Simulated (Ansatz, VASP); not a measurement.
## BN: VASP beside Ansatz

File INCAR:

```
PREC = Accurate ; ENCUT = 520
EDIFF = 1E-7 ; ISMEAR = -1
SIGMA = 0.02 ; LREAL = F
LASPH = T ; NELM = 100
ALGO = Normal ; ISIF = 2
LWAVE = F ; LCHARG = F
GGA = PE ; NBANDS = 11
```

Contents of KPOINTS:

```
regular mesh
0
Gamma
  12 12 12
```

File POSCAR:

```
BN
1.0
    0.0000000000      1.8048254535      1.7010479899
    1.8048254535      0.0000000000      1.7010479899
    1.8048254535      1.8048254535      0.0000000000
B N
1 1
Direct
    0.0000000000      0.0000000000      0.0000000000
    0.2500000000      0.2500000000      0.2500000000
```

Input for Ansatz:

```yaml
crystal:
  lattice:
    - [0.0, 1.8048254535, 1.7010479899]
    - [1.8048254535, 0.0, 1.7010479899]
    - [1.8048254535, 1.8048254535, 0.0]
  atoms:
    - { symbol: B, position: [0.0, 0.0, 0.0] }
    - { symbol: "N", position: [0.25, 0.25, 0.25] }
kpoints:
  mp_grid: { grid: [12, 12, 12] }
  band_path:
    path:
      - [0.0, 0.0, 0.0]
      - [-0.5, -0.5, 0.0]
      - [-0.375, -0.375, 0.25]
      - [-0.375, 0.0, 0.375]
      - [0.0, 0.0, 0.5]
      - [-0.5, -0.25, 0.25]
    npoints: 1
hamiltonian:
  xc: pbe
scf:
  occupations: { method: fermi_dirac, width: 0.02 }
  n_extra_bands: 4
output:
  forces: true
  stress: true
  eigenvalues: true
```

Change from the starting cell: uniaxial_z strain -5.8%.

Alike in both runs: task single point; functional PBE; k mesh 12 × 12 × 12; occupations fermi-dirac, width 0.02 eV; no spin polarisation.

|  | VASP | Ansatz |
| --- | --- | --- |
| version | VASP 6.6.1 | Ansatz 0.2.0 |
| potentials or method | VASP PAW PBE potentials, release 64 (B, N) | plane waves, PAW |
| plane-wave cutoff (eV) | 520 | 420 |
| valence electrons in the cell | 8 | 8 |

VASP gave:

- gap on the k mesh at the Fermi level (eV): 3.46
- pressure (GPa): 30.7
- traceless stress, the component that is largest in VASP (GPa): 23.51

Q: Estimate Ansatz's values.

A: gap on the k mesh at the Fermi level (eV): 3.48; pressure (GPa): 30.3; traceless stress, the component that is largest in VASP (GPa): 23.51.

Both programs put the cell under a high pressure, so it lies far from rest at this level.
